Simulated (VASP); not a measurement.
# Al (P6_3/mmc) in VASP: notebook

Al is run at these levels: PBE0, PBEsol-based global hybrid with 25 % exact exchange, B3LYP, HSE06; tasks: single point.

Program: VASP 6.6.1. These are calculated values, not measurements. Logs are shortened: lines on timing, memory, paths and dates and some standing lists are left out, and cuts for length are marked.

### Step 1. The cell of the first run

It takes space group P6_3/mmc (No. 194, hexagonal). Conventional cell: a = 2.907 Å, b = 2.907 Å, c = 4.534 Å, α = 90.00°, β = 90.00°, γ = 120.00°. Within 3.7 Å of Al (site symmetry -6m2) lie 12 Al at 2.82 to 2.91 Å.

This isn't the form of Al at room conditions, which is fcc.

### Step 2. Single point, PBE0

The input, POSCAR:

```
Al
1.0
    2.9073539458      0.0000000000      0.0000000000
   -1.4536769729      2.5178423748      0.0000000000
    0.0000000000      0.0000000000      4.5341080139
Al
2
Direct
    0.3333333333      0.6666666667      0.2500000000
    0.6666666667      0.3333333333      0.7500000000
```

The input, INCAR.step1:

```
PREC     = Accurate       # precision mode
ENCUT    = 520            # plane-wave cutoff, eV
EDIFF    = 1E-5           # SCF threshold, eV
ISMEAR   = -1             # smearing method
SIGMA    = 0.05           # smearing width, eV
LREAL    = F              # projectors in reciprocal space
LASPH    = T              # aspherical terms in the spheres
NELM     = 60             # most SCF steps
ALGO     = Normal         # electronic algorithm
ISIF     = 2              # what is computed and relaxed
LWAVE    = T              # write WAVECAR
LCHARG   = F              # write CHGCAR
NBANDS   = 10             # bands
GGA      = PE             # functional
```

The input, INCAR.step2:

```
PREC     = Accurate       # precision mode
ENCUT    = 520            # plane-wave cutoff, eV
EDIFF    = 1E-6           # SCF threshold, eV
ISMEAR   = -1             # smearing method
SIGMA    = 0.05           # smearing width, eV
LREAL    = F              # projectors in reciprocal space
LASPH    = T              # aspherical terms in the spheres
NELM     = 60             # most SCF steps
ALGO     = Normal         # electronic algorithm
ISIF     = 2              # what is computed and relaxed
LWAVE    = F              # write WAVECAR
LCHARG   = F              # write CHGCAR
GGA      = PE             # functional
LHFCALC  = T              # exact exchange
AEXX     = 0.25           # exact-exchange fraction
PRECFOCK = Normal       
NBANDS   = 10             # bands
ISTART   = 1
```

The input, KPOINTS:

```
Automatic mesh
0
Gamma
  6 6 3
```

Potentials or basis: VASP PAW PBE potentials, release 64 (Al).

Launch:

```
$ cat potpaw_PBE.64/Al/POTCAR > POTCAR
$ cp INCAR.step1 INCAR
$ mpirun -np 1 vasp_std > vasp.out
$ cp INCAR.step2 INCAR
$ mpirun -np 1 vasp_std > vasp.out
```

OUTCAR:

```text
PREC = Accurate
   ENCUT = 520
   EDIFF = 1E-6
   ISMEAR = -1
   LREAL = F
   LASPH = T
   NELM = 60
   ISIF = 2
   GGA = PE
   LHFCALC = T
   AEXX = 0.25
   PRECFOCK = Normal
   ISTART = 1

 ion  position               nearest neighbor table
   1  0.333  0.667  0.250-   2 2.82   2 2.82   2 2.82   2 2.82   2 2.82   2 2.82
   2  0.667  0.333  0.750-   1 2.82   1 2.82   1 2.82   1 2.82   1 2.82   1 2.82

  LATTYP: Found a hexagonal cell.
 ALAT       =     2.9073539458
 C/A-ratio  =     1.5595307962

  Lattice vectors:

 A1 = (   2.9073539458,   0.0000000000,   0.0000000000)
 A2 = (  -1.4536769729,   2.5178423748,   0.0000000000)
 A3 = (   0.0000000000,   0.0000000000,   4.5341080139)

Analysis of symmetry for initial positions (statically):
=====================================================================
 Subroutine PRICEL returns:
 Original cell was already a primitive cell.

 Routine SETGRP: Setting up the symmetry group for a
 hexagonal supercell.

 Subroutine GETGRP returns: Found 24 space group operations
 (whereof 12 operations were pure point group operations)
 out of a pool of 24 trial point group operations.

The static configuration has the point symmetry D_3d.
 The point group associated with its full space group is D_6h.

Analysis of symmetry for dynamics (positions and initial velocities):
=====================================================================
 Subroutine PRICEL returns:
 Original cell was already a primitive cell.

 Routine SETGRP: Setting up the symmetry group for a
 hexagonal supercell.

 Subroutine GETGRP returns: Found 24 space group operations
 (whereof 12 operations were pure point group operations)
 out of a pool of 24 trial point group operations.

The dynamic configuration has the point symmetry D_3d.
 The point group associated with its full space group is D_6h.

 Subroutine INISYM returns: Found 24 space group operations
 (whereof 12 operations are pure point group operations),
 and found     1 'primitive' translations

----------------------------------------------------------------------------------------

                                     Primitive cell

  volume of cell :      33.1908

  direct lattice vectors                    reciprocal lattice vectors
     2.907353946  0.000000000  0.000000000     0.343955369  0.198582725  0.000000000
    -1.453676973  2.517842375  0.000000000     0.000000000  0.397165450  0.000000000
     0.000000000  0.000000000  4.534108014     0.000000000  0.000000000  0.220550546

  length of vectors
     2.907353946  2.907353946  4.534108014     0.397165450  0.397165450  0.220550546

  position of ions in fractional coordinates (direct lattice)
     0.333333333  0.666666667  0.250000000
     0.666666667  0.333333333  0.750000000

  ion indices of the primitive-cell ions
   primitive index   ion index
                 1           1
                 2           2

----------------------------------------------------------------------------------------

 KPOINTS: Automatic mesh

Automatic generation of k-mesh.
 Grid dimensions read from file:
 generate k-points for:    6    6    3

 Generating k-lattice:

  Cartesian coordinates                     Fractional coordinates (reciprocal lattice)
     0.057325895  0.033097121  0.000000000     0.166666667  0.000000000  0.000000000
     0.000000000  0.066194242  0.000000000     0.000000000  0.166666667  0.000000000
     0.000000000  0.000000000  0.073516849     0.000000000  0.000000000  0.333333333

  Length of vectors
     0.066194242  0.066194242  0.073516849

  Shift w.r.t. Gamma in fractional coordinates (k-lattice)
     0.000000000  0.000000000  0.000000000

 Subroutine IBZKPT returns following result:
 ===========================================

 Found     14 irreducible k-points:

 Following reciprocal coordinates:
            Coordinates               Weight
  0.000000  0.000000  0.000000      1.000000
  0.166667  0.000000  0.000000      6.000000
  0.333333  0.000000  0.000000      6.000000
  0.500000  0.000000  0.000000      3.000000
  0.166667  0.166667  0.000000      6.000000
  0.333333  0.166667  0.000000     12.000000
  0.333333  0.333333  0.000000      2.000000
  0.000000  0.000000  0.333333      2.000000
  0.166667  0.000000  0.333333     12.000000
  0.333333  0.000000  0.333333     12.000000
  0.500000  0.000000  0.333333      6.000000
  0.166667  0.166667  0.333333     12.000000
  0.333333  0.166667  0.333333     24.000000
  0.333333  0.333333  0.333333      4.000000
   k-points           NKPTS =     14   k-points in BZ     NKDIM =    108   number of bands    NBANDS=     10
   number of dos      NEDOS =    301   number of ions     NIONS =      2
   total plane-waves  NPLWV =  20736
   dimension x,y,z NGX =    24 NGY =   24 NGZ =   36
   dimension x,y,z NGXF=    48 NGYF=   48 NGZF=   72
   ions per type =               2
   NGX,Y,Z   is equivalent  to a cutoff of  13.72, 13.72, 13.20 a.u.
   NGXF,Y,Z  is equivalent  to a cutoff of  27.45, 27.45, 26.40 a.u.
 SYSTEM =  unknown system
   PREC   = accura    normal or accurate (medium, high low for compatibility)
   ISTART =      1    job   : 0-new  1-cont  2-samecut
   ICHARG =      0    charge: 1-file 2-atom 10-const
   ISPIN  =      1    spin polarized calculation?
   LNONCOLLINEAR =      F non collinear calculations
   LSORBIT =      F    spin-orbit coupling
   LASPH  =      T    aspherical Exc in radial PAW
   ENCUT  =  520.0 eV  38.22 Ry    6.18 a.u.   5.41  5.41  8.43*2*pi/ulx,y,z
   NELM   =     60;   NELMIN=  2; NELMDL=  0     # of ELM steps
   EDIFF  = 0.1E-05   stopping-criterion for ELM
   LREAL  =      F    real-space projection
   EDIFFG = 0.1E-04   stopping-criterion for IOM
   NSW    =      0    number of steps for IOM
   IBRION =     -1    ionic relax: 0-MD 1-quasi-New 2-CG
   NFREE  =      0    steps in history (QN), initial steepest desc. (CG)
   ISIF   =      2    stress and relaxation
   ISYM   =      3    0-nonsym 1-usesym 2-fastsym
   POTIM  = 0.5000    time-step for ionic-motion
   TEBEG  =    0.0;   TEEND  =   0.0 temperature during run
   PSTRESS=    0.0 pullay stress
   NELECT =       6.0000    total number of electrons
   NUPDOWN=      -1.0000    fix difference up-down
   EMIN   =  10.00;   EMAX   =-10.00  energy-range for DOS
   EFERMI =   0.00;   METHOD = LEGACY
   ISMEAR =    -1;   SIGMA  =   0.05  broadening in eV -4-tet -1-fermi 0-gaus
   EFERMI_NEDOS =   21; number of points for ismear=-14 and -15
   IALGO  =     38    algorithm
   IMIX   =      1    mixing-type and parameters
     AMIX     =   0.40;   BMIX     =  1.00
     AMIX_MAG =   1.60;   BMIX_MAG =  1.00
  volume/ion in A,a.u.               =      16.60       111.99
  Fermi-wavevector in a.u.,A,eV,Ry     =   0.925662  1.749248 11.658156  0.856850
  Thomas-Fermi vector in A             =   2.051541
   LORBIT       =      0    0 simple, 1 ext, 2 COOP (PROOUT), +10 PAW based schemes
   GGA     = PE    functional components
   LHFCALC =     T    Hartree Fock is set to
   PRECFOCK=normal    Normal, Fast or Accurate (Low or Medium for compatibility)
   ENCUT4O =  -1.0   cutoff for four orbital integrals eV
   NKREDX  =     1    reduce k-point grid by
   NKREDY  =     1    reduce k-point grid by
   NKREDZ  =     1    reduce k-point grid by
   AEXX    =    0.2500 exact exchange contribution
   HFSCREEN=    0.0000 screening length (either q_TF or 0.3 A-1)
   HFSCREENC=   0.0000 screening length for correlation (either q_TF or 0.3 A-1)
   ENCUTFOCK=  -1.0 apply spherical cutoff to Coloumb kernel
   IVDW    =     0    specifies the selected vdW correction
   LEPSILON=     F    determine dielectric tensor
   LRPA    =     F    only Hartree local field effects (RPA)
 non-spin polarized calculation
  energy-cutoff  :      520.00
  volume of cell :       33.19
 maximum number of plane-waves:       923
 NGX is ok and might be reduce to    24
  NGX = 18; NGY = 18; NGZ = 28

 number of electron       6.0000000 magnetization

 Free energy of the ion-electron system (eV)
  ---------------------------------------------------
  ext. energy  EPLUGINS =         0.00000000
  ---------------------------------------------------
  free energy    TOTEN  =        -8.69860690 eV

  energy without entropy =       -8.68721199  energy(sigma->0) =       -8.69290944

 E-fermi :   8.1501     XC(G=0):  -8.0069

 val. band max:        7.3963838308   @ k =   0.3333   0.1667   0.0000
 cond. band min:       8.2168735445   @ k =   0.3333   0.1667   0.3333
 fundamental gap:      0.8204897138
 Fermi energy:         8.1500842378

 k-point     1 :       0.0000    0.0000    0.0000
  band No.  band energies     occupation
      1      -5.1776      2.00000
      2       2.5761      2.00000
      3       3.2383      2.00000
      4      19.0456      0.00000
      5      19.0456      0.00000
      6      19.6321      0.00000
      7      19.6321      0.00000
      8      21.7350      0.00000
      9      22.6651      0.00000
     10      24.9315      0.00000

 k-point     2 :       0.1667    0.0000    0.0000
  band No.  band energies     occupation
      1      -4.4518      2.00000
      2       3.2487      2.00000
      3       3.9551      2.00000
      4      13.2577      0.00000
      5      16.3527      0.00000
      6      17.8606      0.00000
      7      19.8632      0.00000
      8      20.5416      0.00000
      9      22.7691      0.00000
     10      22.9217      0.00000

 k-point     3 :       0.3333    0.0000    0.0000
  band No.  band energies     occupation
      1      -2.2822      2.00000
      2       5.3179      2.00000
      3       5.6715      2.00000
      4       7.0396      2.00000
      5      14.2723      0.00000
      6      14.5713      0.00000
      7      14.5884      0.00000
      8      16.8190      0.00000
      9      21.0760      0.00000
     10      21.2130      0.00000
[... 118 lines left out ...]
 k-point    13 :       0.3333    0.1667    0.3333
  band No.  band energies     occupation
      1       0.7683      2.00000
      2       3.3772      2.00000
      3       5.2687      2.00000
      4       8.2169      0.41641
      5      10.1354      0.00000
      6      12.4346      0.00000
      7      14.7525      0.00000
      8      18.3065      0.00000
      9      20.8384      0.00000
     10      21.7823      0.00000

 k-point    14 :       0.3333    0.3333    0.3333
  band No.  band energies     occupation
      1       4.1810      2.00000
      2       4.1810      2.00000
      3       4.7328      2.00000
      4       7.2065      2.00000
      5       7.2065      2.00000
      6       7.3566      2.00000
      7      17.6483      0.00000
      8      17.6483      0.00000
      9      17.9924      0.00000
     10      24.2051      0.00000

------------------------ aborting loop because EDIFF is reached ----------------------------------------

  FORCE on cell =-STRESS in cart. coord.  units (eV):
  Direction    XX          YY          ZZ          XY          YZ          ZX
  --------------------------------------------------------------------------------------
  -------------------------------------------------------------------------------------
  Total       -0.0042520     -0.0042520     -0.0065393      0.0000000      0.0000000      0.0000000
  in kB       -0.2052493     -0.2052493     -0.3156623      0.0000000      0.0000000      0.0000000
  external PRESSURE =      -0.2420536 kB  Pullay stress =       0.0000000 kB

 VOLUME and BASIS-vectors are now :
 -----------------------------------------------------------------------------
  energy-cutoff  :      520.00
  volume of cell :       33.19
      direct lattice vectors                 reciprocal lattice vectors
     2.907353946  0.000000000  0.000000000     0.343955369  0.198582725  0.000000000
    -1.453676973  2.517842375  0.000000000     0.000000000  0.397165450  0.000000000
     0.000000000  0.000000000  4.534108014     0.000000000  0.000000000  0.220550546

 POSITION                                       TOTAL-FORCE (eV/Angst)
 -----------------------------------------------------------------------------------
     -0.00000      1.67856      1.13353         0.000000     -0.000000      0.000000
      1.45368      0.83928      3.40058        -0.000000      0.000000     -0.000000
 -----------------------------------------------------------------------------------
    total drift:                               -0.000000     -0.000000     -0.000000

  FREE ENERGIE OF THE ION-ELECTRON SYSTEM (eV)
  ---------------------------------------------------
  free  energy   TOTEN  =        -8.6986068958 eV

  energy  without entropy=       -8.6872119898  energy(sigma->0) =       -8.69290944
```

Wall time 87 s (1 thread of AMD EPYC 9R45 (Zen 5), shared host); peak memory 0.13 GiB.

What came out:

```
Free energy            : -8.6986 eV
Pressure               : 0.0 GPa
Band gap on the k mesh : zero (bands 3 and 4 overlap by 5.68 eV)
```

Caveat: the k points lie up to 0.46 Å⁻¹ apart, too coarse for converged energies and pressures of a metal; the PAW data sets were made with another functional, which shifts forces and pressure a little.

(Continued in part 2 of 3.)

The gap in the log of VASP goes by the Fermi energy; the results here count the filled bands.